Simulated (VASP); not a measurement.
ZnS, 2 atoms in the cell. The structure is cubic, space group F-43m (No. 216). Conventional cell: a = 5.404 Å, b = 5.404 Å, c = 5.404 Å, α = 90.00°, β = 90.00°, γ = 90.00°. Within 3.1 Å of Zn (site symmetry -43m) lie 4 S at 2.34 Å. S (site symmetry -43m) has 4 Zn at 2.34 Å within 3.1 Å. 

| Quantity | Value |
| --- | --- |
| Program | VASP 6.6.1 |
| Task | single point |
| Functional | b88 exchange, pbe correlation |
| Potentials or basis | VASP PAW PBE potentials, release 64 (Zn, S) |
| Cutoff | 500 eV |
| k mesh | 9 × 9 × 9 |
| Occupations | fermi-dirac, width 0.05 eV |
| Spin | no spin polarisation |
| Dipole correction | no |
| Further INCAR settings | ALGO = Normal; EDIFF = 1e-06; NBANDS = 16 |

Potentials or basis: VASP PAW PBE potentials, release 64 (Zn, S).

The run is started by

```console
$ cat potpaw_PBE.64/Zn/POTCAR potpaw_PBE.64/S/POTCAR > POTCAR
$ mpirun -np 1 vasp_std > vasp.out
```

Hardware: 1 thread of AMD EPYC 7R13 Processor (Zen 3), on a shared host.

Problem. Estimate the wall time of this run.

Solution. Run time: 14 s on 1 thread of AMD EPYC 7R13 Processor (Zen 3), with other jobs on the host, peak memory 0.13 GiB. Counts: scf iterations 12, k points 35.
